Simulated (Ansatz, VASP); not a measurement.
## Se: VASP beside Ansatz

```xyz
3
Lattice="4.3662 0.0000 0.0000 -2.1831 3.7812 0.0000 0.0000 0.0000 4.9536" Properties=species:S:1:pos:R:3 pbc="T T T"
Se    1.6910    2.9289    0.0000
Se   -0.4921    0.8523    3.3024
Se    0.9841    0.0000    1.6512
```

Alike in both runs: functional PBEsol; k mesh 7 × 7 × 6; occupations fermi-dirac, width 0.05 eV; no spin polarisation.

```csv
,VASP,Ansatz
version,VASP 6.6.1,Ansatz 0.2.0
potentials or method,"VASP PAW PBE potentials, release 64 (Se)",Ansatz PAW
plane-wave cutoff (eV),520,420
valence electrons in the cell,18,48
task,single point,band structure
```

```tsv
	VASP	Ansatz	Ansatz less VASP
gap on the k mesh at the Fermi level (eV)	1.14	1.14	+0.001
least direct gap on the mesh (eV)	1.43	1.44	+0.011
pressure (GPa)	0.4	0.2	-0.19
traceless stress, the component that is largest in VASP (GPa)	1.04	0.97	-0.074
rms of the force components (eV/Å)	0.192	0.166	-0.0265
```

VASP's potentials were made for PBE, not for PBEsol. Atom by atom the forces differ by 0.027 eV/Å (rms over components). VASP's potentials hold 18 valence electrons a cell and Ansatz's 48, so a difference there can come from the potentials and not from the codes.

Noted on Ansatz's run: the k mesh misses the band edges, so the gap on the mesh is wider than the one along the path.
